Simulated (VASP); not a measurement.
# Al13V3 (P1) in VASP: a series of runs

The runs below take Al13V3 through single point, with PBE.

Everything below comes from runs of VASP 6.6.1. Logs are shortened: lines on timing, memory, paths and dates and some standing lists are left out, and cuts for length are marked.

## (1) The cell of the first run

The typed cell holds 16 atoms: a = 6.871 Å, b = 6.872 Å, c = 6.869 Å, α = 109.52°, β = 109.41°, γ = 109.47°.

## (2) Single point, PBE

INCAR

```
SYSTEM = Al13V3
  ALGO = Normal
  EDIFF = 1E-7
  ENCUT = 520
  GGA = PE
  ISIF = 2
  ISMEAR = 0
  ISYM = 0
  LASPH = .True.
  LCHARG = .False.
  LREAL = Auto
  LWAVE = .False.
  NBANDS = 53
  NELM = 80
  PREC = Accurate
  SIGMA = 0.1
```

KPOINTS

```
Automatic mesh
0
Gamma
  2 2 2
  0.5 0.5 0.5
```

POSCAR

```
Al13V3
1.0
   -3.9639581546      3.9665892427     -3.9700669385
    3.9650552662      3.9672313478      3.9696119320
    3.9631054721     -3.9661342362     -3.9687592495
Al V
13 3
Direct
    0.0057678717      0.2349761118      0.7458178385
    0.5008394214      0.9985659679      0.5032232426
    0.7407993031      0.5116749483      0.7459280619
    0.2587937324      0.2587655904      0.5167897283
    0.0030923643      0.5053886503      0.5032609196
    0.7428885469      0.9849233118      0.2430227924
    0.5007305266      0.2587289588      0.2430526265
    0.9985000964      0.9985213758      0.9963730567
    0.2716975549      0.5117876935      0.2668138673
    0.9959307949      0.7560238016      0.2668416064
    0.7300422970      0.2350217361     -0.0098649552
    0.5008909404      0.5008825817      1.0009905313
    0.2609691451      0.7560010805     -0.0097188211
    0.2452535061      0.9897354911      0.7453846762
    0.5009316004      0.7564722106      0.7455018232
    0.7563485965      0.7564559943      0.5120576704
```

Potentials or basis: VASP PAW PBE potentials, release 64 (Al, V_sv).

Launch:

```bash
$ cat potpaw_PBE.64/Al/POTCAR potpaw_PBE.64/V_sv/POTCAR > POTCAR
$ mpirun -np 1 vasp_std > vasp.out
```

OUTCAR:

```text
SYSTEM = Al13V3
   EDIFF = 1E-7
   ENCUT = 520
   GGA = PE
   ISIF = 2
   ISMEAR = 0
   ISYM = 0
   LASPH = .True.
   LREAL = Auto
   NELM = 80
   PREC = Accurate

 ion  position               nearest neighbor table
   1  0.006  0.235  0.746-  16 2.69   4 2.71  14 2.72   8 2.73  12 2.78   6 2.82   2 2.84   5 2.88
                            11 2.92   9 2.92  13 2.92   3 3.04
   2  0.501  0.999  0.503-  15 2.72   9 2.73  11 2.73  14 2.79  16 2.79   6 2.82   4 2.82  10 2.84
                             1 2.84  13 2.88   3 2.88   7 2.92
   3  0.741  0.512  0.746-  16 2.69   4 2.71  15 2.72   8 2.73  12 2.78   7 2.82   5 2.83   2 2.88
                            13 2.92  10 2.92  11 2.92   1 3.04
   4  0.259  0.259  0.517-   1 2.71   3 2.71  12 2.72  15 2.79  14 2.80   2 2.82   5 2.82  10 2.82
                             9 2.82   7 2.89   6 2.90   8 2.92
   5  0.003  0.505  0.503-  14 2.72  13 2.73  10 2.73  16 2.79  15 2.79   4 2.82   7 2.82   3 2.83
                             9 2.83  11 2.88   1 2.88   6 2.92
   6  0.743  0.985  0.243-  10 2.71  13 2.71  12 2.71  15 2.79  16 2.79   2 2.82   8 2.82   1 2.82
                            11 2.82   7 2.90   4 2.90   5 2.92
   7  0.501  0.259  0.243-  11 2.71   9 2.71  12 2.72  14 2.79  16 2.79   8 2.82   5 2.82  13 2.82
                             3 2.82   4 2.89   6 2.90   2 2.92
   8  0.999  0.999  0.996-  16 2.72   3 2.73   1 2.73  14 2.79  15 2.79   6 2.82   7 2.82  11 2.84
                            13 2.84  10 2.88   9 2.88   4 2.92
   9  0.272  0.512  0.267-  15 2.69   7 2.71  16 2.72   2 2.73  12 2.78   4 2.82   5 2.83   8 2.88
                            10 2.92  13 2.92   1 2.92  11 3.04
  10  0.996  0.756  0.267-  14 2.69   6 2.71  16 2.72   5 2.73  12 2.78   4 2.82   2 2.84   8 2.88
                             9 2.92   3 2.92  11 2.92  13 3.04
  11  0.730  0.235  0.990-  15 2.69   7 2.71  14 2.72   2 2.73  12 2.78   6 2.82   8 2.84   5 2.88
                             1 2.92  10 2.92   3 2.92   9 3.04
  12  0.501  0.501  0.001-   6 2.71   4 2.72   7 2.72   3 2.78   9 2.78  11 2.78  13 2.78  10 2.78
                             1 2.78  16 2.87  14 2.87  15 2.87
  13  0.261  0.756  0.990-  14 2.69   6 2.71  15 2.72   5 2.73  12 2.78   7 2.82   8 2.84   2 2.88
                             3 2.92   9 2.92   1 2.92  10 3.04
  14  0.245  0.990  0.745-  10 2.69  13 2.69   5 2.72   1 2.72  11 2.72  15 2.74  16 2.75   8 2.79
                             2 2.79   7 2.79   4 2.80  12 2.87
  15  0.501  0.756  0.746-  11 2.69   9 2.69   2 2.72  13 2.72   3 2.72  16 2.74  14 2.74   8 2.79
                             6 2.79   5 2.79   4 2.79  12 2.87
  16  0.756  0.756  0.512-   1 2.69   3 2.69   8 2.72  10 2.72   9 2.72  15 2.74  14 2.75   2 2.79
                             5 2.79   7 2.79   6 2.79  12 2.87

IMPORTANT INFORMATION: All symmetrisations will be switched off!
NOSYMM: (Re-)initialisation of all symmetry stuff for point group C_1.

----------------------------------------------------------------------------------------

                                     Primitive cell

  volume of cell :     249.6785

  direct lattice vectors                    reciprocal lattice vectors
    -3.963958155  3.966589243 -3.970066939    -0.000003894  0.126035456 -0.125955982
     3.965055266  3.967231348  3.969611932     0.126115221  0.126025239 -0.000006323
     3.963105472 -3.966134236 -3.968759250     0.126146212 -0.000024669 -0.125976757

  length of vectors
     6.870824257  6.871565085  6.869314066     0.178184863  0.178290240  0.178277903

  position of ions in fractional coordinates (direct lattice)
     0.005767872  0.234976112  0.745817839
     0.500839421  0.998565968  0.503223243
     0.740799303  0.511674948  0.745928062
     0.258793732  0.258765590  0.516789728
     0.003092364  0.505388650  0.503260920
     0.742888547  0.984923312  0.243022792
[... 8 lines left out ...]
     0.500931600  0.756472211  0.745501823
     0.756348596  0.756455994  0.512057670

  ion indices of the primitive-cell ions
   primitive index   ion index
                 1           1
                 2           2
                 3           3
                 4           4
                 5           5
                 6           6
[... 8 lines left out ...]
                15          15
                16          16

----------------------------------------------------------------------------------------

 KPOINTS: Automatic mesh

Automatic generation of k-mesh.
 Grid dimensions read from file:
 generate k-points for:    2    2    2

 Generating k-lattice:

  Cartesian coordinates                     Fractional coordinates (reciprocal lattice)
    -0.000001947  0.063017728 -0.062977991     0.500000000  0.000000000 -0.000000000
     0.063057610  0.063012619 -0.000003161     0.000000000  0.500000000  0.000000000
     0.063073106 -0.000012334 -0.062988378    -0.000000000  0.000000000  0.500000000

  Length of vectors
     0.089092432  0.089145120  0.089138951

  Shift w.r.t. Gamma in fractional coordinates (k-lattice)
     0.500000000  0.500000000  0.500000000

 Subroutine IBZKPT returns following result:
 ===========================================

 Found      4 irreducible k-points:

 Following reciprocal coordinates:
            Coordinates               Weight
  0.250000  0.250000  0.250000      2.000000
 -0.250000  0.250000  0.250000      2.000000
  0.250000 -0.250000  0.250000      2.000000
 -0.250000 -0.250000  0.250000      2.000000
   k-points           NKPTS =      4   k-points in BZ     NKDIM =      4   number of bands    NBANDS=     53
   number of dos      NEDOS =    301   number of ions     NIONS =     16
   total plane-waves  NPLWV = 157464
   dimension x,y,z NGX =    54 NGY =   54 NGZ =   54
   dimension x,y,z NGXF=   108 NGYF=  108 NGZF=  108
   ions per type =              13   3
   NGX,Y,Z   is equivalent  to a cutoff of  13.07, 13.06, 13.07 a.u.
   NGXF,Y,Z  is equivalent  to a cutoff of  26.13, 26.13, 26.14 a.u.
 SYSTEM =  Al13V3
   PREC   = accura    normal or accurate (medium, high low for compatibility)
   ISTART =      0    job   : 0-new  1-cont  2-samecut
   ICHARG =      2    charge: 1-file 2-atom 10-const
   ISPIN  =      1    spin polarized calculation?
   LNONCOLLINEAR =      F non collinear calculations
   LSORBIT =      F    spin-orbit coupling
   LASPH  =      T    aspherical Exc in radial PAW
   ENCUT  =  520.0 eV  38.22 Ry    6.18 a.u.  12.78 12.78 12.77*2*pi/ulx,y,z
   NELM   =     80;   NELMIN=  2; NELMDL= -5     # of ELM steps
   EDIFF  = 0.1E-06   stopping-criterion for ELM
   LREAL  =      T    real-space projection
   EDIFFG = 0.1E-05   stopping-criterion for IOM
   NSW    =      0    number of steps for IOM
   IBRION =     -1    ionic relax: 0-MD 1-quasi-New 2-CG
   NFREE  =      0    steps in history (QN), initial steepest desc. (CG)
   ISIF   =      2    stress and relaxation
   ISYM   =      0    0-nonsym 1-usesym 2-fastsym
   POTIM  = 0.5000    time-step for ionic-motion
   TEBEG  =    0.0;   TEEND  =   0.0 temperature during run
   PSTRESS=    0.0 pullay stress
   NELECT =      78.0000    total number of electrons
   NUPDOWN=      -1.0000    fix difference up-down
   EMIN   =  10.00;   EMAX   =-10.00  energy-range for DOS
   EFERMI =   0.00;   METHOD = LEGACY
   ISMEAR =     0;   SIGMA  =   0.10  broadening in eV -4-tet -1-fermi 0-gaus
   EFERMI_NEDOS =   21; number of points for ismear=-14 and -15
   IALGO  =     38    algorithm
   IMIX   =      4    mixing-type and parameters
     AMIX     =   0.40;   BMIX     =  1.00
     AMIX_MAG =   1.60;   BMIX_MAG =  1.00
  volume/ion in A,a.u.               =      15.60       105.31
  Fermi-wavevector in a.u.,A,eV,Ry     =   1.110826  2.099157 16.788694  1.233934
  Thomas-Fermi vector in A             =   2.247382
   LORBIT       =      0    0 simple, 1 ext, 2 COOP (PROOUT), +10 PAW based schemes
   GGA     = PE    functional components
   LHFCALC =     F    Hartree Fock is set to
   AEXX    =    0.0000 exact exchange contribution
   IVDW    =     0    specifies the selected vdW correction
   LEPSILON=     F    determine dielectric tensor
   LRPA    =     F    only Hartree local field effects (RPA)
 non-spin polarized calculation
 Gauss-broadening in eV      SIGMA  =   0.10
  energy-cutoff  :      520.00
  volume of cell :      249.68
 maximum number of plane-waves:      6739
 NGX is ok and might be reduce to    54
   NGX = 25   NGY = 25   NGZ = 25

 number of electron      77.9999994 magnetization

 Free energy of the ion-electron system (eV)
  ---------------------------------------------------
  ext. energy  EPLUGINS =         0.00000000
  ---------------------------------------------------
  free energy    TOTEN  =       -76.29628467 eV

  energy without entropy =      -76.28445991  energy(sigma->0) =      -76.29037229

 E-fermi :   8.3898     XC(G=0): -10.7061

 val. band max:        8.2497190666   @ k =  -0.2500   0.2500   0.2500
 cond. band min:       8.5262439879   @ k =  -0.2500   0.2500   0.2500
 fundamental gap:      0.2765249213
 Fermi energy:         8.3897946077

 k-point     1 :       0.2500    0.2500    0.2500
  band No.  band energies     occupation
      1     -55.4875      2.00000
      2     -55.4683      2.00000
      3     -55.4491      2.00000
      4     -29.4667      2.00000
      5     -29.4434      2.00000
      6     -29.4082      2.00000
[... 43 lines left out ...]
     50      10.6073      0.00000
     51      10.6837      0.00000

 k-point     2 :      -0.2500    0.2500    0.2500
  band No.  band energies     occupation
      1     -55.4875      2.00000
      2     -55.4683      2.00000
      3     -55.4491      2.00000
      4     -29.4667      2.00000
      5     -29.4434      2.00000
      6     -29.4083      2.00000
[... 43 lines left out ...]
     50      10.3539      0.00000
     51      10.6432      0.00000

 k-point     3 :       0.2500   -0.2500    0.2500
  band No.  band energies     occupation
      1     -55.4875      2.00000
      2     -55.4683      2.00000
      3     -55.4491      2.00000
      4     -29.4667      2.00000
      5     -29.4434      2.00000
      6     -29.4083      2.00000
[... 43 lines left out ...]
     50      10.3543      0.00000
     51      10.6454      0.00000

 k-point     4 :      -0.2500   -0.2500    0.2500
  band No.  band energies     occupation
      1     -55.4875      2.00000
      2     -55.4683      2.00000
      3     -55.4491      2.00000
      4     -29.4667      2.00000
      5     -29.4434      2.00000
      6     -29.4083      2.00000
[... 43 lines left out ...]
     50      10.3548      0.00000
     51      10.6445      0.00000
 [bands above 51 left out]

------------------------ aborting loop because EDIFF is reached ----------------------------------------

  FORCE on cell =-STRESS in cart. coord.  units (eV):
  Direction    XX          YY          ZZ          XY          YZ          ZX
  --------------------------------------------------------------------------------------
  -------------------------------------------------------------------------------------
  Total       -0.1026176     -0.1744114     -0.2294939     -0.0335151     -0.0348292      0.0035059
  in kB       -0.6584932     -1.1191912     -1.4726536     -0.2150653     -0.2234978      0.0224972
  external PRESSURE =      -1.0834460 kB  Pullay stress =       0.0000000 kB

 VOLUME and BASIS-vectors are now :
 -----------------------------------------------------------------------------
  energy-cutoff  :      520.00
  volume of cell :      249.68
      direct lattice vectors                 reciprocal lattice vectors
    -3.963958155  3.966589243 -3.970066939    -0.000003894  0.126035456 -0.125955982
     3.965055266  3.967231348  3.969611932     0.126115221  0.126025239 -0.000006323
     3.963105472 -3.966134236 -3.968759250     0.126146212 -0.000024669 -0.125976757

 POSITION                                       TOTAL-FORCE (eV/Angst)
 -----------------------------------------------------------------------------------
      3.86458     -2.00293     -2.05011         0.004867      0.028968      0.001533
      3.96839      3.95232     -0.02162         0.000917      0.019249      0.018625
      2.04851      2.00993     -3.87028        -0.002103     -0.029803     -0.004333
      2.04826      0.00345     -2.05124         0.004900      0.002876     -0.002649
      3.98611      0.02126     -0.00340        -0.018748     -0.017981      0.001233
      1.92362      5.89029     -0.00405        -0.005292     -0.004951      0.002302
[... 8 lines left out ...]
      3.96828      2.03133     -1.94455        -0.002781     -0.012594     -0.007753
      2.03059      3.97027     -2.03215        -0.012054     -0.005235      0.010021
 -----------------------------------------------------------------------------------
    total drift:                                0.000680      0.003420     -0.005707

  FREE ENERGIE OF THE ION-ELECTRON SYSTEM (eV)
  ---------------------------------------------------
  free  energy   TOTEN  =       -76.2962846747 eV

  energy  without entropy=      -76.2844599146  energy(sigma->0) =      -76.29037229
```

Run time: 4 min. Hardware: 1 thread of AMD EPYC, shared host; peak memory 0.34 GiB.

Results:

```
Free energy   : -76.2963 eV
Pressure      : -0.1 GPa
Largest force : 0.031 eV/Å
```

Forces in eV/Å, atoms in the order of the input:
```
Al   0.005  0.029  0.002
Al   0.001  0.019  0.019
Al  -0.002 -0.030 -0.004
Al   0.005  0.003 -0.003
Al  -0.019 -0.018  0.001
Al  -0.005 -0.005  0.002
Al  -0.002  0.011  0.007
Al   0.021  0.000 -0.020
Al  -0.030 -0.003  0.002
Al  -0.005  0.001  0.031
Al   0.029  0.002  0.000
Al   0.003  0.000 -0.003
Al   0.001 -0.005 -0.031
V    0.013  0.014 -0.004
V   -0.003 -0.013 -0.008
V   -0.012 -0.005  0.010
```

Caveat: the k points lie up to 0.56 Å⁻¹ apart.

(Part 1 of 2 ends here.)
